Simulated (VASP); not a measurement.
Input of a VASP 6.6.1 run:

Contents of INCAR:

```
ALGO     = Normal         # electronic algorithm
EDIFF    = 1E-7           # SCF threshold, eV
EDIFFG   = -0.005         # ionic threshold
ENCUT    = 600            # plane-wave cutoff, eV
GGA      = PE             # functional
IBRION   = 2              # ionic algorithm
ISIF     = 3              # what is computed and relaxed
ISMEAR   = -1             # smearing method
LASPH    = True           # aspherical terms in the spheres
LCHARG   = False          # write CHGCAR
LREAL    = False          # projectors in reciprocal space
LWAVE    = False          # write WAVECAR
NELM     = 60             # most SCF steps
NSW      = 32             # ionic steps
PREC     = Accurate       # precision mode
PSTRESS  = 57.0         
SIGMA    = 0.08           # smearing width, eV
```

Contents of KPOINTS:

```
k-points
0
Gamma
  11 11 11
```

POSCAR

```
Mg
1.0
    0.0000000000      3.1115504427      3.1115504427
    3.1115504427      0.0000000000      3.1115504427
    3.1115504427      3.1115504427      0.0000000000
Mg
2
Direct
   -0.1250000000     -0.1250000000     -0.1250000000
    0.1250000000      0.1250000000      0.1250000000
```

Potentials or basis: VASP PAW PBE potentials, release 64 (Mg).

Command:

```bash
$ cat potpaw_PBE.64/Mg/POTCAR > POTCAR
$ mpirun -np 1 vasp_std > vasp.out
```

(1) Estimate the relaxed cell.

(2) Estimate the band gap on the k mesh.

(3) Estimate the relaxed volume.

(4) What does it give for the space group after relaxing (to 0.1 Å)?

Results:

(1) a = 4.402 Å, b = 4.402 Å, c = 4.402 Å, α = 60.00°, β = 60.00°, γ = 60.00°.

(2) zero (bands 2 and 3 overlap by 4.80 eV).

(3) 30.15 Å³/atom.

(4) Fd-3m (No. 227).

Caveat: the cell is relaxed towards a set pressure, so the run minimises the enthalpy, not the energy.
